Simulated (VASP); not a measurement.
Input of a VASP 6.6.1 run:

File POSCAR:

```
Si2Ni2Ir
1.0
    0.0000000000      3.6364880000      0.0000000000
    3.6364880000      0.0000000000      0.0000000000
    1.8182440000      1.8182440000     -4.6433660000
Ir Ni Si
1 2 2
Direct
    0.0000000000      0.0000000000      0.0000000000
    0.7500000000      0.2500000000      0.5000000000
    0.2500000000      0.7500000000      0.5000000000
    0.3750000000      0.3750000000      0.2500000000
    0.6250000000      0.6250000000      0.7500000000
```

The input INCAR.step1:

```
SYSTEM = Si2Ni2Ir
PREC = Accurate ; ENCUT = 520
ISMEAR = 1 ; SIGMA = 0.094
LREAL = .False. ; LASPH = .True.
NELM = 100 ; NBANDS = 26
GGA = PE ; ALGO = Normal
EDIFF = 1E-4 ; LWAVE = .True.
LCHARG = .False.
```

Contents of INCAR.step2:

```
SYSTEM = Si2Ni2Ir
PREC = Accurate ; ENCUT = 520
EDIFF = 1E-6 ; ISMEAR = 1
SIGMA = 0.094 ; LREAL = .False.
LASPH = .True. ; NELM = 100
ALGO = Normal ; ISIF = 2
LWAVE = .False. ; LCHARG = .True.
METAGGA = R2SCAN ; LMIXTAU = .True.
LELF = .True. ; LVHAR = .True.
NBANDS = 26 ; ISTART = 1
```

KPOINTS

```
Automatic mesh
0
Gamma
  8 8 8
  0 0 0
```

Potentials or basis: VASP PAW PBE potentials, release 64 (Ir, Ni, Si).

The run is started by

```console
$ cat potpaw_PBE.64/Ir/POTCAR potpaw_PBE.64/Ni/POTCAR potpaw_PBE.64/Si/POTCAR > POTCAR
$ cp INCAR.step1 INCAR
$ mpirun -np 1 vasp_std > vasp.out
$ cp INCAR.step2 INCAR
$ mpirun -np 1 vasp_std > vasp.out
```

Question: Predict the pressure.

Answer: 5.9 GPa.

Question: What does it give for the largest force?

Answer: 2.945 eV/Å.

Stress tensor (GPa, compression positive):
```
6.62 0.00 0.00
0.00 6.62 0.00
0.00 0.00 4.45
```

Caveat: the PAW data sets were made with another functional, which shifts forces and pressure a little; spin-orbit coupling is left out, which moves the levels of the heavy elements. Spin polarisation is off, so any magnetic state and its effect on volume and gap are missing.
